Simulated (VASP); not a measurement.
# AlRu in VASP: further runs

The runs below take AlRu through electric field gradients, with PBE+D3(BJ), PBE.

Everything below comes from runs of VASP 6.6.1. Logs are shortened: lines on timing, memory, paths and dates and some standing lists are left out, and cuts for length are marked.

## (1) The cell of the first run

It takes space group Pm-3m (No. 221, cubic). The conventional cell has a = 2.992 Å, b = 2.992 Å, c = 2.992 Å, α = 90.00°, β = 90.00°, γ = 90.00°. Within 3.4 Å of Al (site symmetry m-3m) lie 8 Ru at 2.59 Å and 6 Al at 2.99 Å. Within 3.4 Å of Ru (site symmetry m-3m) lie 8 Al at 2.59 Å and 6 Ru at 2.99 Å.

## (2) Electric field gradients, PBE+D3(BJ)

INCAR

```
SYSTEM = AlRu
PREC = Accurate
ENCUT = 520
EDIFF = 1E-8
ISMEAR = -1
SIGMA = 0.05
LREAL = .False.
LASPH = .True.
NELM = 80
ALGO = Normal
ISIF = 2
LWAVE = .False.
LCHARG = .False.
GGA = PE
IVDW = 12
LEFG = .True.
NBANDS = 16
```

KPOINTS

```
Automatic mesh
0
Gamma
  12 12 12
  0 0 0
```

POSCAR

```
AlRu
1.0
    2.9916000000      0.0000000000      0.0000000000
    0.0000000000      2.9916000000      0.0000000000
    0.0000000000      0.0000000000      2.9916000000
Al Ru
1 1
Direct
    0.0000000000      0.0000000000      0.0000000000
    0.5000000000      0.5000000000      0.5000000000
```

Potentials or basis: VASP PAW PBE potentials, release 64 (Al, Ru_pv).

Started as:

```console
$ cat potpaw_PBE.64/Al/POTCAR potpaw_PBE.64/Ru_pv/POTCAR > POTCAR
$ mpirun -np 1 vasp_std > vasp.out
```

OUTCAR:

```text
SYSTEM = AlRu
   PREC = Accurate
   ENCUT = 520
   EDIFF = 1E-8
   ISMEAR = -1
   LREAL = .False.
   LASPH = .True.
   NELM = 80
   ISIF = 2
   GGA = PE
   IVDW = 12
 IVDW          = 12

 ion  position               nearest neighbor table
   1  0.000  0.000  0.000-   2 2.59   2 2.59   2 2.59   2 2.59   2 2.59   2 2.59   2 2.59   2 2.59

   2  0.500  0.500  0.500-   1 2.59   1 2.59   1 2.59   1 2.59   1 2.59   1 2.59   1 2.59   1 2.59

  LATTYP: Found a simple cubic cell.
 ALAT       =     2.9916000000

  Lattice vectors:

 A1 = (   2.9916000000,   0.0000000000,   0.0000000000)
 A2 = (   0.0000000000,   2.9916000000,   0.0000000000)
 A3 = (   0.0000000000,   0.0000000000,   2.9916000000)

Analysis of symmetry for initial positions (statically):
=====================================================================
 Subroutine PRICEL returns:
 Original cell was already a primitive cell.

 Routine SETGRP: Setting up the symmetry group for a
 simple cubic supercell.

 Subroutine GETGRP returns: Found 48 space group operations
 (whereof 48 operations were pure point group operations)
 out of a pool of 48 trial point group operations.

The static configuration has the point symmetry O_h .

Analysis of symmetry for dynamics (positions and initial velocities):
=====================================================================
 Subroutine PRICEL returns:
 Original cell was already a primitive cell.

 Routine SETGRP: Setting up the symmetry group for a
 simple cubic supercell.

 Subroutine GETGRP returns: Found 48 space group operations
 (whereof 48 operations were pure point group operations)
 out of a pool of 48 trial point group operations.

The dynamic configuration has the point symmetry O_h .

 Subroutine INISYM returns: Found 48 space group operations
 (whereof 48 operations are pure point group operations),
 and found     1 'primitive' translations

----------------------------------------------------------------------------------------

                                     Primitive cell

  volume of cell :      26.7738

  direct lattice vectors                    reciprocal lattice vectors
     2.991600000  0.000000000  0.000000000     0.334269287  0.000000000  0.000000000
     0.000000000  2.991600000  0.000000000     0.000000000  0.334269287  0.000000000
     0.000000000  0.000000000  2.991600000     0.000000000  0.000000000  0.334269287

  length of vectors
     2.991600000  2.991600000  2.991600000     0.334269287  0.334269287  0.334269287

  position of ions in fractional coordinates (direct lattice)
     0.000000000  0.000000000  0.000000000
     0.500000000  0.500000000  0.500000000

  ion indices of the primitive-cell ions
   primitive index   ion index
                 1           1
                 2           2

----------------------------------------------------------------------------------------

 KPOINTS: Automatic mesh

Automatic generation of k-mesh.
 Grid dimensions read from file:
 generate k-points for:   12   12   12

 Generating k-lattice:

  Cartesian coordinates                     Fractional coordinates (reciprocal lattice)
     0.027855774  0.000000000  0.000000000     0.083333333  0.000000000  0.000000000
     0.000000000  0.027855774  0.000000000     0.000000000  0.083333333  0.000000000
     0.000000000  0.000000000  0.027855774     0.000000000  0.000000000  0.083333333

  Length of vectors
     0.027855774  0.027855774  0.027855774

  Shift w.r.t. Gamma in fractional coordinates (k-lattice)
     0.000000000  0.000000000  0.000000000

 Subroutine IBZKPT returns following result:
 ===========================================

 Found     84 irreducible k-points:

 Following reciprocal coordinates:
            Coordinates               Weight
  0.000000  0.000000  0.000000      1.000000
  0.083333  0.000000  0.000000      6.000000
  0.166667  0.000000  0.000000      6.000000
  0.250000  0.000000  0.000000      6.000000
  0.333333  0.000000  0.000000      6.000000
  0.416667  0.000000  0.000000      6.000000
[... 16 lines left out ...]
  0.333333  0.333333  0.000000     12.000000
  0.416667  0.333333  0.000000     24.000000
 [... further k-points ...]
   k-points           NKPTS =     84   k-points in BZ     NKDIM =     84   number of bands    NBANDS=     16
   number of dos      NEDOS =    301   number of ions     NIONS =      2
   total plane-waves  NPLWV =  13824
   dimension x,y,z NGX =    24 NGY =   24 NGZ =   24
   dimension x,y,z NGXF=    48 NGYF=   48 NGZF=   48
   ions per type =               1   1
   NGX,Y,Z   is equivalent  to a cutoff of  13.34, 13.34, 13.34 a.u.
   NGXF,Y,Z  is equivalent  to a cutoff of  26.67, 26.67, 26.67 a.u.
 SYSTEM =  AlRu
   PREC   = accura    normal or accurate (medium, high low for compatibility)
   ISTART =      0    job   : 0-new  1-cont  2-samecut
   ICHARG =      2    charge: 1-file 2-atom 10-const
   ISPIN  =      1    spin polarized calculation?
   LNONCOLLINEAR =      F non collinear calculations
   LSORBIT =      F    spin-orbit coupling
   LASPH  =      T    aspherical Exc in radial PAW
   ENCUT  =  520.0 eV  38.22 Ry    6.18 a.u.   5.56  5.56  5.56*2*pi/ulx,y,z
   NELM   =     80;   NELMIN=  2; NELMDL= -5     # of ELM steps
   EDIFF  = 0.1E-07   stopping-criterion for ELM
   LREAL  =      F    real-space projection
   EDIFFG = 0.1E-06   stopping-criterion for IOM
   NSW    =      0    number of steps for IOM
   IBRION =     -1    ionic relax: 0-MD 1-quasi-New 2-CG
   NFREE  =      0    steps in history (QN), initial steepest desc. (CG)
   ISIF   =      2    stress and relaxation
   ISYM   =      2    0-nonsym 1-usesym 2-fastsym
   POTIM  = 0.5000    time-step for ionic-motion
   TEBEG  =    0.0;   TEEND  =   0.0 temperature during run
   PSTRESS=    0.0 pullay stress
   NELECT =      17.0000    total number of electrons
   NUPDOWN=      -1.0000    fix difference up-down
   EMIN   =  10.00;   EMAX   =-10.00  energy-range for DOS
   EFERMI =   0.00;   METHOD = LEGACY
   ISMEAR =    -1;   SIGMA  =   0.05  broadening in eV -4-tet -1-fermi 0-gaus
   EFERMI_NEDOS =   21; number of points for ismear=-14 and -15
   IALGO  =     38    algorithm
   IMIX   =      4    mixing-type and parameters
     AMIX     =   0.40;   BMIX     =  1.00
     AMIX_MAG =   1.60;   BMIX_MAG =  1.00
  volume/ion in A,a.u.               =      13.39        90.34
  Fermi-wavevector in a.u.,A,eV,Ry     =   1.407087  2.659009 26.938090  1.979894
  Thomas-Fermi vector in A             =   2.529382
   LORBIT       =      0    0 simple, 1 ext, 2 COOP (PROOUT), +10 PAW based schemes
   GGA     = PE    functional components
   LHFCALC =     F    Hartree Fock is set to
   AEXX    =    0.0000 exact exchange contribution
   IVDW    =    12    specifies the selected vdW correction
   LEPSILON=     F    determine dielectric tensor
   LRPA    =     F    only Hartree local field effects (RPA)
 non-spin polarized calculation
  energy-cutoff  :      520.00
  volume of cell :       26.77
 maximum number of plane-waves:       739
 NGX is ok and might be reduce to    24
   NGX = 11   NGY = 11   NGZ = 11

 number of electron      16.9999995 magnetization

 Free energy of the ion-electron system (eV)
  ---------------------------------------------------
  ext. energy  EPLUGINS =         0.00000000
  ---------------------------------------------------
  free energy    TOTEN  =       -14.26871510 eV

  energy without entropy =      -14.25681449  energy(sigma->0) =      -14.26276479

 E-fermi :  10.7051     XC(G=0): -12.5666

 val. band max:       10.6984298359   @ k =   0.4167   0.3333   0.1667
 cond. band min:      10.7178901864   @ k =   0.2500   0.0833   0.0833
 fundamental gap:      0.0194603504
 Fermi energy:        10.7051452027

 k-point     1 :       0.0000    0.0000    0.0000
  band No.  band energies     occupation
      1     -31.0542      2.00000
      2     -31.0542      2.00000
      3     -31.0542      2.00000
      4       1.0419      2.00000
      5       7.1515      2.00000
      6       7.1515      2.00000
[... 8 lines left out ...]
     15      22.8294      0.00000
     16      25.8250      0.00000
[... 419 lines left out ...]
 k-point    24 :       0.4167    0.3333    0.0000
  band No.  band energies     occupation
      1     -31.2298      2.00000
      2     -31.1886      2.00000
      3     -31.0240      2.00000
      4       4.6965      2.00000
      5       6.8030      2.00000
      6       8.8075      2.00000
[... 8 lines left out ...]
     15      23.0895      0.00000
     16      25.9073      0.00000

 [... further k-points ...]

------------------------ aborting loop because EDIFF is reached ----------------------------------------

 Edisp (eV)   -1.02987

 E8    (eV) :    -0.4662

  FORCE on cell =-STRESS in cart. coord.  units (eV):
  Direction    XX          YY          ZZ          XY          YZ          ZX
  --------------------------------------------------------------------------------------
  -------------------------------------------------------------------------------------
  Total      -0.66672    -0.66672    -0.66672    -0.00000    -0.00000     0.00000
  in kB     -39.89716   -39.89716   -39.89716    -0.00000    -0.00000     0.00000
  external pressure =      -39.90 kB  Pullay stress =        0.00 kB

 VOLUME and BASIS-vectors are now :
 -----------------------------------------------------------------------------
  energy-cutoff  :      520.00
  volume of cell :       26.77
      direct lattice vectors                 reciprocal lattice vectors
     2.991600000  0.000000000  0.000000000     0.334269287  0.000000000  0.000000000
     0.000000000  2.991600000  0.000000000     0.000000000  0.334269287  0.000000000
     0.000000000  0.000000000  2.991600000     0.000000000  0.000000000  0.334269287

 POSITION                                       TOTAL-FORCE (eV/Angst)
 -----------------------------------------------------------------------------------
      0.00000      0.00000      0.00000         0.000000      0.000000      0.000000
      1.49580      1.49580      1.49580         0.000000      0.000000      0.000000
 -----------------------------------------------------------------------------------
    total drift:                                0.000000     -0.000000     -0.000000

  FREE ENERGIE OF THE ION-ELECTRON SYSTEM (eV)
  ---------------------------------------------------
  free  energy   TOTEN  =       -15.2985884321 eV

  energy  without entropy=      -15.2866878234  energy(sigma->0) =      -15.29263813

 Electric field gradients (V/A^2)
---------------------------------------------------------------------
 ion       V_xx      V_yy      V_zz      V_xy      V_xz      V_yz
---------------------------------------------------------------------
   1       0.000    -0.000    -0.000     0.000    -0.000    -0.000
   2       0.000     0.000     0.000     0.000    -0.000    -0.000
---------------------------------------------------------------------

 Electric field gradients after diagonalization (V/A^2)
 (convention: |V_zz| > |V_xx| > |V_yy|)
----------------------------------------------------------------------
 ion       V_xx      V_yy      V_zz     asymmetry (V_yy - V_xx)/ V_zz
----------------------------------------------------------------------
   1       0.000    -0.000    -0.000       0.407
   2       0.000     0.000     0.000      -0.030
----------------------------------------------------------------------

           NMR quadrupolar parameters

 Cq : quadrupolar parameter    Cq=e*Q*V_zz/h
 eta: asymmetry parameters     (V_yy - V_xx)/ V_zz
 Q  : nuclear electric quadrupole moment in mb (millibarn)
----------------------------------------------------------------------
 ion       Cq(MHz)       eta       Q (mb)
----------------------------------------------------------------------
   1      -0.000       0.407       1.000
   2       0.000      -0.030       1.000
----------------------------------------------------------------------
```

Run time: 9.2 s. Hardware: 1 thread of Intel Xeon 6975P-C (Granite Rapids), shared host; peak memory 0.17 GiB.

What came out:

| Quantity | Value |
| --- | --- |
| Free energy | -15.2986 eV |
| Pressure | -4.0 GPa |
| Dispersion energy per atom | -0.515 eV |

Levels at points of the mesh, in eV from the Fermi level:
| k point | band 6 | band 7 | band 8 | band 9 | band 10 | band 11 | band 12 | band 13 |
| --- | --- | --- | --- | --- | --- | --- | --- | --- |
| (0.00, 0.00, 0.00) | -3.55 | 0.19 | 0.19 | 0.19 | 6.09 | 6.09 | 6.09 | 10.99 |
| (0.50, 0.00, 0.00) | -2.75 | -1.59 | -1.59 | 0.44 | 2.30 | 7.46 | 11.04 | 11.04 |
| (0.50, 0.50, 0.00) | -1.35 | -1.35 | -1.16 | -1.16 | 1.55 | 5.32 | 6.24 | 10.60 |
| (0.50, 0.50, 0.50) | -4.62 | 1.64 | 1.64 | 2.58 | 4.15 | 4.15 | 4.15 | 8.54 |

Caveat: without QUAD_EFG the Cq values of the log hold for a quadrupole moment of 1 mb, not for the nuclei; pairwise dispersion overbinds metals, which lowers pressure and volume.

(Part 1 of 3 ends here.)
